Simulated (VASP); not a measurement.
A run of VASP 6.6.1 is set up as follows.

File POSCAR:

```
Be2C
1.0
    0.0000000000      2.1604856385      2.1604856385
    2.1604856385      0.0000000000      2.1604856385
    2.1604856385      2.1604856385      0.0000000000
C Be
1 2
Direct
    0.0000000000      0.0000000000      0.0000000000
    0.2500000000      0.2500000000      0.2500000000
    0.7500000000      0.7500000000      0.7500000000
```

File INCAR.step1:

```
SYSTEM = Be2C
  PREC = Accurate
  ENCUT = 660
  ISMEAR = 0
  SIGMA = 0.01
  LREAL = .FALSE.
  LASPH = .TRUE.
  NELM = 120
  NBANDS = 11
  GGA = PE
  ALGO = Normal
  EDIFF = 1E-5
  LWAVE = .TRUE.
  LCHARG = .FALSE.
  GGA_COMPAT = .FALSE.
```

File INCAR.step2:

```
SYSTEM = Be2C
  PREC = Accurate
  ENCUT = 660
  EDIFF = 1E-6
  ISMEAR = 0
  SIGMA = 0.01
  LREAL = .FALSE.
  LASPH = .TRUE.
  NELM = 120
  ALGO = Normal
  ISIF = 2
  LWAVE = .FALSE.
  LCHARG = .FALSE.
  METAGGA = R2SCAN
  LMIXTAU = .TRUE.
  NBANDS = 11
  ISTART = 1
  GGA_COMPAT = .FALSE.
```

The input KPOINTS:

```
regular mesh
0
G
  8 8 8
  0 0 0
```

Potentials or basis: VASP PAW PBE potentials, release 64 (C, Be).

The run is started by

```bash
$ cat potpaw_PBE.64/C/POTCAR potpaw_PBE.64/Be/POTCAR > POTCAR
$ cp INCAR.step1 INCAR
$ mpirun -np 1 vasp_std > vasp.out
$ cp INCAR.step2 INCAR
$ mpirun -np 1 vasp_std > vasp.out
```

Estimate the band gap on the k mesh.

1.53 eV (least direct gap 4.63 eV).

Predict the pressure.

0.8 GPa.

Caveat: the PAW data sets were made with another functional, which shifts forces and pressure a little. A k mesh can miss the band edges.
